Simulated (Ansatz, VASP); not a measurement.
Two plane-wave programs on CaSe

```xyz
2
Lattice="0.0000 2.9787 2.9787 2.9787 0.0000 2.9787 2.9787 2.9787 0.0000" Properties=species:S:1:pos:R:3 pbc="T T T"
Ca    2.9787    2.9787    2.9787
Se    0.0000    0.0000    0.0000
```

Alike in both runs: task single point; functional r2SCAN; k mesh 8 × 8 × 8; occupations gaussian, width 0.02 eV; no spin polarisation.

```csv
,VASP,Ansatz
version,VASP 6.6.1,Ansatz 0.2.0
potentials or method,"VASP PAW PBE potentials, release 64 (Ca_sv, Se), cutoff 520 eV","scalar-relativistic, plane waves, PAW"
valence electrons in the cell,16,26
```

VASP gave:

```
gap on the k mesh at the Fermi level (eV) : 2.54
least direct gap on the mesh (eV)         : 3.47
pressure (GPa)                            : -0.3
```

Question: Which values does Ansatz return?

Answer: gap on the k mesh at the Fermi level (eV): 2.54; least direct gap on the mesh (eV): 3.47; pressure (GPa): -0.6.

VASP's potentials were made for PBE, not for r2SCAN. VASP's potentials hold 16 valence electrons a cell and Ansatz's 26, so a difference there can come from the potentials and not from the codes.
